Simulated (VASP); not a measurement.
Here is a VASP 6.6.1 calculation.

The input INCAR:

```
SYSTEM = SnO2
PREC = Accurate ; ENCUT = 600
EDIFF = 1E-6 ; ISMEAR = -1
SIGMA = 0.05 ; LREAL = .FALSE.
LASPH = .TRUE. ; NELM = 120
ALGO = Normal ; ISIF = 2
LWAVE = .FALSE. ; LCHARG = .FALSE.
GGA = PS ; NBANDS = 64
GGA_COMPAT = .FALSE.
```

The input KPOINTS:

```
regular mesh
0
G
  6 6 6
  0 0 0
```

POSCAR

```
SnO2
1.0
   -3.2488970000      3.4144700000      3.4140210000
    3.2488970000     -3.4144700000      3.4140210000
    3.2488970000      3.4144700000     -3.4140210000
Sn O
4 8
Direct
    0.5000000000      0.0000000000      0.0000000000
    0.5000000000      0.5000000000      0.5000000000
    0.0035990000      0.7535990000      0.2500000000
    0.9964010000      0.2464010000      0.7500000000
    0.8064960000      0.8037740000      0.4972780000
    0.8064960000      0.3092180000      0.0027220000
    0.3024350000      0.2459400000      0.0564950000
    0.6894450000      0.2459400000      0.4435050000
    0.3105550000      0.7540600000      0.5564950000
    0.1935040000      0.6907820000      0.9972780000
    0.6975650000      0.7540600000      0.9435050000
    0.1935040000      0.1962260000      0.5027220000
```

Potentials or basis: VASP PAW PBE potentials, release 64 (Sn_d, O).

Command:

```console
$ cat potpaw_PBE.64/Sn_d/POTCAR potpaw_PBE.64/O/POTCAR > POTCAR
$ mpirun -np 1 vasp_std > vasp.out
```

Q: Predict the largest force.

A: 0.085 eV/Å.

Q: Predict the pressure.

A: -6.1 GPa.

Forces on the atoms (eV/Å):
```
Sn   0.000  0.000  0.000
Sn   0.000  0.000  0.000
Sn   0.000  0.000 -0.059
Sn   0.000  0.000  0.059
O    0.038  0.000  0.076
O   -0.038  0.000  0.076
O    0.000  0.076  0.033
O    0.000 -0.076  0.033
O    0.000  0.076 -0.033
O    0.038  0.000 -0.076
O    0.000 -0.076 -0.033
O   -0.038  0.000 -0.076
```

Caveat: the cell stands under tension; the PAW data sets were made with another functional, which shifts forces and pressure a little.
